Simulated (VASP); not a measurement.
Runs of VASP 6.6.1 on Co. It takes space group Fm-3m (No. 225, cubic). Conventional cell: a = 3.599 Å, b = 3.599 Å, c = 3.599 Å, α = 90.00°, β = 90.00°, γ = 90.00°. Co (site symmetry m-3m) has 12 Co at 2.54 Å within 3.4 Å. This isn't the form of Co at room conditions, which is hcp.

```csv
spin,gap on the mesh (eV),pressure (GPa),moment (μB)
"collinear, ferromagnetic start",none,-11.7,3.43
collinear,none,-23.5,0.00
"collinear, antiferromagnetic start",none,(a),0.00
off,none,-23.5,-
```

Alike in all rows: task single point; level PBE; potentials or basis VASP PAW PBE potentials, release 64 (Co); cell as given; k mesh 12 × 12 × 6; cutoff (eV) 520; smearing fermi-dirac 0.05 eV.

**Question.** Fill in the values left out.

**Answer.** (a) -15.8.

Caveats: the cell stands under tension.

A gap of «none» marks levels without a gap at the run's occupations.
